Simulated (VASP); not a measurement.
# ReBiH4 (F-43m) in VASP: further runs

ReBiH4 is run at these levels: PBE; tasks: single point.

All numbers are computed with VASP 6.6.1; they aren't measurements. Logs are shortened: lines on timing, memory, paths and dates and some standing lists are left out, and cuts for length are marked.

**1. The cell of the first run**

Symmetry: F-43m, No. 216, cubic system. Conventional cell: a = 6.269 Å, b = 6.269 Å, c = 6.269 Å, α = 90.00°, β = 90.00°, γ = 90.00°. Re (site symmetry -43m) has 12 H at 2.56 Å and 4 Bi at 2.71 Å within 3.4 Å. Bi (site symmetry -43m) has 12 H at 2.69 Å and 4 Re at 2.71 Å within 3.6 Å. H (site symmetry 3m) has 3 H at 1.59 Å within 2.1 Å.

**2. Single point, PBE**

Contents of INCAR:

```
  ALGO = Normal
  EDIFF = 1E-6
  ENCUT = 520
  GGA = PE
  ISIF = 2
  ISMEAR = 0
  LASPH = T
  LCHARG = F
  LREAL = F
  LWAVE = F
  NBANDS = 22
  NELM = 80
  PREC = Accurate
  SIGMA = 0.1
```

Contents of KPOINTS:

```
k-points
0
Gamma
  6 6 6
```

Contents of POSCAR:

```
ReBiH4
1.0
    0.0000000000      3.1345057533      3.1345057533
    3.1345057533      0.0000000000      3.1345057533
    3.1345057533      3.1345057533      0.0000000000
Re Bi H
1 1 4
Direct
    0.7500000000      0.7500000000      0.7500000000
    0.0000000000      0.0000000000      0.0000000000
    0.4105132634      0.7684602097      0.4105132634
    0.4105132634      0.4105132634      0.7684602097
    0.4105132634      0.4105132634      0.4105132634
    0.7684602097      0.4105132634      0.4105132634
```

Potentials or basis: VASP PAW PBE potentials, release 64 (Re, Bi_d, H).

The run is started by

```
> cat potpaw_PBE.64/Re/POTCAR potpaw_PBE.64/Bi_d/POTCAR potpaw_PBE.64/H/POTCAR > POTCAR
> mpirun -np 1 vasp_std > vasp.out
```

OUTCAR:

```text
EDIFF = 1E-6
   ENCUT = 520
   GGA = PE
   ISIF = 2
   ISMEAR = 0
   LASPH = T
   LREAL = F
   NELM = 80
   PREC = Accurate

 ion  position               nearest neighbor table
   1  0.750  0.750  0.750-   2 2.71   2 2.71   2 2.71   2 2.71
   2  0.000  0.000  0.000-   1 2.71   1 2.71   1 2.71   1 2.71
   3  0.411  0.768  0.411-
   4  0.411  0.411  0.768-
   5  0.411  0.411  0.411-
   6  0.768  0.411  0.411-

  LATTYP: Found a face centered cubic cell.
 ALAT       =     6.2690115066

  Lattice vectors:

 A1 = (   0.0000000000,   3.1345057533,   3.1345057533)
 A2 = (   3.1345057533,   0.0000000000,   3.1345057533)
 A3 = (   3.1345057533,   3.1345057533,   0.0000000000)

Analysis of symmetry for initial positions (statically):
=====================================================================
 Subroutine PRICEL returns:
 Original cell was already a primitive cell.

 Routine SETGRP: Setting up the symmetry group for a
 face centered cubic supercell.

 Subroutine GETGRP returns: Found 24 space group operations
 (whereof 24 operations were pure point group operations)
 out of a pool of 48 trial point group operations.

The static configuration has the point symmetry T_d .

Analysis of symmetry for dynamics (positions and initial velocities):
=====================================================================
 Subroutine PRICEL returns:
 Original cell was already a primitive cell.

 Routine SETGRP: Setting up the symmetry group for a
 face centered cubic supercell.

 Subroutine GETGRP returns: Found 24 space group operations
 (whereof 24 operations were pure point group operations)
 out of a pool of 48 trial point group operations.

The dynamic configuration has the point symmetry T_d .

 Subroutine INISYM returns: Found 24 space group operations
 (whereof 24 operations are pure point group operations),
 and found     1 'primitive' translations

----------------------------------------------------------------------------------------

                                     Primitive cell

  volume of cell :      61.5938

  direct lattice vectors                    reciprocal lattice vectors
     0.000000000  3.134505753  3.134505753    -0.159514781  0.159514781  0.159514781
     3.134505753  0.000000000  3.134505753     0.159514781 -0.159514781  0.159514781
     3.134505753  3.134505753  0.000000000     0.159514781  0.159514781 -0.159514781

[... 83 lines left out ...]
   LREAL  =      F    real-space projection
   EDIFFG = 0.1E-04   stopping-criterion for IOM
   NSW    =      0    number of steps for IOM
   IBRION =     -1    ionic relax: 0-MD 1-quasi-New 2-CG
   NFREE  =      0    steps in history (QN), initial steepest desc. (CG)
   ISIF   =      2    stress and relaxation
   ISYM   =      2    0-nonsym 1-usesym 2-fastsym
   POTIM  = 0.5000    time-step for ionic-motion
   TEBEG  =    0.0;   TEEND  =   0.0 temperature during run
   PSTRESS=    0.0 pullay stress
   NELECT =      26.0000    total number of electrons
   NUPDOWN=      -1.0000    fix difference up-down
   EMIN   =  10.00;   EMAX   =-10.00  energy-range for DOS
   EFERMI =   0.00;   METHOD = LEGACY
   ISMEAR =     0;   SIGMA  =   0.10  broadening in eV -4-tet -1-fermi 0-gaus
   EFERMI_NEDOS =   21; number of points for ismear=-14 and -15
   IALGO  =     38    algorithm
   IMIX   =      4    mixing-type and parameters
     AMIX     =   0.40;   BMIX     =  1.00
     AMIX_MAG =   1.60;   BMIX_MAG =  1.00
  volume/ion in A,a.u.               =      10.27        69.28
  Fermi-wavevector in a.u.,A,eV,Ry     =   1.228062  2.320700 20.519432  1.508136
  Thomas-Fermi vector in A             =   2.363002
   LORBIT       =      0    0 simple, 1 ext, 2 COOP (PROOUT), +10 PAW based schemes
   GGA     = PE    functional components
   LHFCALC =     F    Hartree Fock is set to
   AEXX    =    0.0000 exact exchange contribution
   IVDW    =     0    specifies the selected vdW correction
   LEPSILON=     F    determine dielectric tensor
   LRPA    =     F    only Hartree local field effects (RPA)
 non-spin polarized calculation
 Gauss-broadening in eV      SIGMA  =   0.10
  energy-cutoff  :      520.00
  volume of cell :       61.59
 maximum number of plane-waves:      1676
 NGX is ok and might be reduce to    36
   NGX = 17   NGY = 17   NGZ = 17

 number of electron      25.9999997 magnetization

 Free energy of the ion-electron system (eV)
  ---------------------------------------------------
  ext. energy  EPLUGINS =         0.00000000
  ---------------------------------------------------
  free energy    TOTEN  =       -21.72475028 eV

  energy without entropy =      -21.70670194  energy(sigma->0) =      -21.71572611

 E-fermi :   5.7528     XC(G=0): -11.0375

 val. band max:        5.7137882934   @ k =   0.3333   0.3333   0.0000
 cond. band min:       5.9372452482   @ k =   0.5000   0.1667   0.0000
 fundamental gap:      0.2234569548
 Fermi energy:         5.7527875331

 k-point     1 :       0.0000    0.0000    0.0000
  band No.  band energies     occupation
      1     -16.7212      2.00000
      2     -16.7212      2.00000
      3     -16.7212      2.00000
      4     -16.6866      2.00000
      5     -16.6866      2.00000
      6      -7.2128      2.00000
[... 389 lines left out ...]
     21      16.3007      0.00000
     22      16.8791      0.00000

------------------------ aborting loop because EDIFF is reached ----------------------------------------

  FORCE on cell =-STRESS in cart. coord.  units (eV):
  Direction    XX          YY          ZZ          XY          YZ          ZX
  --------------------------------------------------------------------------------------
  -------------------------------------------------------------------------------------
  Total       -0.0374873     -0.0374873     -0.0374873      0.0000000     -0.0000000     -0.0000000
  in kB       -0.9751188     -0.9751188     -0.9751188      0.0000000     -0.0000000     -0.0000000
  external PRESSURE =      -0.9751188 kB  Pullay stress =       0.0000000 kB

 VOLUME and BASIS-vectors are now :
 -----------------------------------------------------------------------------
  energy-cutoff  :      520.00
  volume of cell :       61.59
      direct lattice vectors                 reciprocal lattice vectors
     0.000000000  3.134505753  3.134505753    -0.159514781  0.159514781  0.159514781
     3.134505753  0.000000000  3.134505753     0.159514781 -0.159514781  0.159514781
     3.134505753  3.134505753  0.000000000     0.159514781  0.159514781 -0.159514781

 POSITION                                       TOTAL-FORCE (eV/Angst)
 -----------------------------------------------------------------------------------
      4.70176      4.70176      4.70176        -0.000000     -0.000000     -0.000000
      0.00000      0.00000      0.00000        -0.000000     -0.000000     -0.000000
      3.69550      2.57351      3.69550         0.005939     -0.005939      0.005939
      3.69550      3.69550      2.57351         0.005939      0.005939     -0.005939
      2.57351      2.57351      2.57351        -0.005939     -0.005939     -0.005939
      2.57351      3.69550      3.69550        -0.005939      0.005939      0.005939
 -----------------------------------------------------------------------------------
    total drift:                                0.000000      0.000000      0.000000

  FREE ENERGIE OF THE ION-ELECTRON SYSTEM (eV)
  ---------------------------------------------------
  free  energy   TOTEN  =       -21.7247502822 eV

  energy  without entropy=      -21.7067019384  energy(sigma->0) =      -21.71572611
```

It took 14 s on 1 thread of Intel Xeon 6975P-C (Granite Rapids), shared host; peak memory 0.21 GiB.

Results:

```
Free energy            : -21.7248 eV
Pressure               : -0.1 GPa
Largest force          : 0.010 eV/Å
Band gap on the k mesh : zero (band 13 reaches 7.08 eV, above the bottom of band 14 at 5.23 eV)
```

Forces in eV/Å, atoms in the order of the input:
```
Re   0.000  0.000  0.000
Bi   0.000  0.000  0.000
H    0.006 -0.006  0.006
H    0.006  0.006 -0.006
H   -0.006 -0.006 -0.006
H   -0.006  0.006  0.006
```

Caveat: spin-orbit coupling is left out, which moves the levels of the heavy elements.

**3. Single point, PBE**

This run uses another cell than the first one, of 10.92 Å³/atom, 1.064 times its volume.

Contents of INCAR:

```
ALGO = Normal
EDIFF = 1E-6
ENCUT = 520
GGA = PE
ISIF = 2
ISMEAR = 0
LASPH = True
LCHARG = False
LREAL = False
LWAVE = False
NBANDS = 22
NELM = 80
PREC = Accurate
SIGMA = 0.1
```

KPOINTS is that of step 2.

Contents of POSCAR:

```
ReBiH4
1.0
    0.0000000000      3.2000527993      3.2000527993
    3.2000527993      0.0000000000      3.2000527993
    3.2000527993      3.2000527993      0.0000000000
Re Bi H
1 1 4
Direct
    0.7500000000      0.7500000000      0.7500000000
    0.0000000000      0.0000000000      0.0000000000
    0.3750000000      0.8750000000      0.3750000000
    0.3750000000      0.3750000000      0.8750000000
    0.3750000000      0.3750000000      0.3750000000
    0.8750000000      0.3750000000      0.3750000000
```

Potentials or basis: VASP PAW PBE potentials, release 64 (Re, Bi_d, H).

The run is started by

```
> cat potpaw_PBE.64/Re/POTCAR potpaw_PBE.64/Bi_d/POTCAR potpaw_PBE.64/H/POTCAR > POTCAR
> mpirun -np 1 vasp_std > vasp.out
```

Run time: 13 s. Hardware: 1 thread of Intel Xeon 6975P-C (Granite Rapids), shared host; peak memory 0.21 GiB.

Results (log left out):

| Property | Result |
| --- | --- |
| Free energy | -21.4863 eV |
| Pressure | -7.7 GPa |
| Band gap on the k mesh | zero (band 13 reaches 5.56 eV, above the bottom of band 14 at 4.43 eV) |

Levels at points of the mesh, in eV from the Fermi level:
```tsv
k point	band 11	band 12	band 13	band 14	band 15	band 16
(0.00, 0.00, 0.00)	-0.80	-0.80	0.30	0.30	0.30	4.57
(0.50, 0.00, 0.00)	-1.01	-1.01	-0.87	0.74	0.74	2.96
(0.50, 0.50, 0.00)	-1.46	-0.72	-0.72	-0.55	1.64	2.02
```

Caveat: spin-orbit coupling is left out, which moves the levels of the heavy elements.

**4. Single point, PBE**

This run uses another cell than the first one, of 10.24 Å³/atom, 0.998 times its volume.

Contents of INCAR:

```
PREC = Accurate
ENCUT = 520
EDIFF = 1E-6
ISMEAR = 0
SIGMA = 0.1
LREAL = F
LASPH = T
NELM = 80
ALGO = Normal
ISIF = 2
LWAVE = F
LCHARG = T
GGA = PE
LELF = T
LVHAR = T
NBANDS = 22
```

Contents of KPOINTS:

```
Automatic mesh
0
Gamma
  10 10 10
```

Contents of POSCAR:

```
ReBiH4
1.0
    0.0000000000      3.1320878904      3.1320878904
    3.1320878904      0.0000000000      3.1320878904
    3.1320878904      3.1320878904      0.0000000000
Re Bi H
1 1 4
Direct
    0.2500000000      0.2500000000      0.2500000000
    0.0000000000      0.0000000000      0.0000000000
    0.2314684575      0.5895105142      0.5895105142
    0.5895105142      0.5895105142      0.5895105142
    0.5895105142      0.2314684575      0.5895105142
    0.5895105142      0.5895105142      0.2314684575
```

The run is started by

```
> cat potpaw_PBE.64/Re/POTCAR potpaw_PBE.64/Bi_d/POTCAR potpaw_PBE.64/H/POTCAR > POTCAR
> mpirun -np 1 vasp_std > vasp.out
```

Run time: 34 s. Hardware: 1 thread of Intel Xeon 6975P-C (Granite Rapids), shared host; peak memory 0.24 GiB.

Results (log left out):

* Free energy: -21.7218 eV
* Pressure: -0.1 GPa
* Largest force: 0.010 eV/Å
* Band gap on the k mesh: zero (band 13 reaches 7.14 eV, above the bottom of band 14 at 5.24 eV)

Forces on the atoms (eV/Å):
```
Re   0.000  0.000  0.000
Bi   0.000  0.000  0.000
H   -0.006  0.006  0.006
H   -0.006 -0.006 -0.006
H    0.006 -0.006  0.006
H    0.006  0.006 -0.006
```

Levels at points of the mesh, in eV from the Fermi level:
```tsv
k point	band 10	band 11	band 12	band 13	band 14	band 15	band 16	band 17
(0.00, 0.00, 0.00)	-3.94	-0.96	-0.96	1.10	1.10	1.10	4.84	4.84
(0.50, 0.00, 0.00)	-2.04	-1.45	-1.02	-1.02	0.08	0.08	2.02	3.64
(0.50, 0.50, 0.00)	-3.39	-1.25	-1.07	-1.07	-0.68	1.70	2.86	4.77
```

Caveat: spin-orbit coupling is left out, which moves the levels of the heavy elements.

**5. Overview**

| cell | k mesh | gap on the mesh (eV) | pressure (GPa) | largest force (eV/Å) |
| --- | --- | --- | --- | --- |
| a = 4.433 Å, angles 60.0°, 6 atoms | 6 × 6 × 6 | none | -0.1 | 0.01 |
| a = 4.526 Å, angles 60.0°, 6 atoms | 6 × 6 × 6 | none | -7.7 | - |
| a = 4.429 Å, angles 60.0°, 6 atoms | 10 × 10 × 10 | none | -0.1 | 0.01 |

Alike in all rows: task single point; level PBE; potentials or basis VASP PAW PBE potentials, release 64 (Re, Bi_d, H); no spin polarisation; cutoff (eV) 520; smearing gaussian 0.1 eV.

Caveats: spin-orbit coupling is left out, which moves the levels of the heavy elements.

Absolute energies hang on the potentials; compare differences alone.
